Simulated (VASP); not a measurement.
Input of a VASP 6.6.1 run:

INCAR

```
SYSTEM = HfO2
  ALGO = Normal
  EDIFF = 1E-6
  ENCUT = 520
  GGA = PS
  ISIF = 2
  ISMEAR = -1
  LASPH = .True.
  LCHARG = .False.
  LREAL = .False.
  LWAVE = .False.
  NBANDS = 18
  NELM = 60
  PREC = Accurate
  SIGMA = 0.02
```

Contents of KPOINTS:

```
k-points
0
Gamma
  7 7 7
  0 0 0
```

The input POSCAR:

```
HfO2
1.0
    0.0000000000      2.5091134561      2.5091134561
    2.5091134561      0.0000000000      2.5091134561
    2.5091134561      2.5091134561      0.0000000000
Hf O
1 2
Direct
    0.0000000000      0.0000000000      0.0000000000
    0.2500000000      0.2500000000      0.2500000000
    0.7500000000      0.7500000000      0.7500000000
```

Potentials or basis: VASP PAW PBE potentials, release 64 (Hf_pv, O).

The run is started by

```bash
$ cat potpaw_PBE.64/Hf_pv/POTCAR potpaw_PBE.64/O/POTCAR > POTCAR
$ mpirun -np 1 vasp_std > vasp.out
```

(1) Predict the pressure.

(2) Predict the band gap on the k mesh.

## Answers

(1) 0.3 GPa.

(2) 3.94 eV, indirect (least direct gap 4.13 eV).

Caveat: the PAW data sets were made with another functional, which shifts forces and pressure a little; spin-orbit coupling is left out, which moves the levels of the heavy elements.
